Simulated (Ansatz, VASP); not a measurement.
One calculation of V, two programs

The input INCAR:

```
PREC = Accurate
ENCUT = 520
EDIFF = 1E-8
ISMEAR = -1
SIGMA = 0.05
LREAL = False
LASPH = True
NELM = 150
ALGO = Normal
ISIF = 2
LWAVE = False
LCHARG = False
ISPIN = 2
MAGMOM = 1.5
LORBIT = 11
LMAXMIX = 4
GGA = PE
LEFG = True
NBANDS = 16
```

The input KPOINTS:

```
Automatic mesh
0
Gamma
  19 19 19
```

File POSCAR:

```
V
1.0
    0.0000000000      1.9082883556      1.9082883556
    1.9082883556      0.0000000000      1.9082883556
    1.9082883556      1.9082883556      0.0000000000
V
1
Direct
    0.0000000000      0.0000000000      0.0000000000
```

Input for Ansatz:

```yaml
crystal:
  lattice:
    - [0.0, 1.9082883556, 1.9082883556]
    - [1.9082883556, 0.0, 1.9082883556]
    - [1.9082883556, 1.9082883556, 0.0]
  atoms:
    - { symbol: V, position: [0.0, 0.0, 0.0], spin: 1.5 }
magnetization:
  spin_polarized: true
kpoints:
  mp_grid: { grid: [19, 19, 19] }
  band_path:
    path:
      - [0.0, 0.0, 0.0]
      - [0.5, 0.0, 0.5]
      - [0.625, 0.25, 0.625]
      - [0.375, 0.375, 0.75]
      - [0.0, 0.0, 0.0]
      - [0.5, 0.5, 0.5]
      - [0.5, 0.25, 0.75]
      - [0.5, 0.0, 0.5]
    npoints: 8
scf:
  occupations: { method: fermi_dirac, width: 0.05 }
hamiltonian:
  xc: pbe
  pseudopotentials: { kind: paw }
output:
  forces: true
  stress: true
  eigenvalues: true
  efg: { contact_densities: true }
  populations: true
  bader: true
  dos: { projected: true, de: 0.2, e_range: [-14, 8] }
```

Alike in both runs: task electric field gradients; functional PBE; k mesh 19 × 19 × 19; occupations fermi-dirac, width 0.05 eV; collinear spin.

|  | VASP | Ansatz |
| --- | --- | --- |
| version | VASP 6.6.1 | Ansatz 0.2.0 |
| potentials or method | VASP PAW PBE potentials, release 64 (V_sv) | PAW with Ansatz's default frozen-core files, scalar-relativistic |
| plane-wave cutoff (eV) | 520 | 420 |
| valence electrons in the cell | 13 | 13 |

|  | VASP | Ansatz | Ansatz less VASP |
| --- | --- | --- | --- |
| pressure (GPa) | 0.2 | 0.0 | -0.20 |
| net moment per atom (μB) | 0.00 | 0.00 | 0.000 |

The functional is the same, so the differences come from potentials, cutoffs and numerics. Ansatz's warnings: seeded moment not kept.
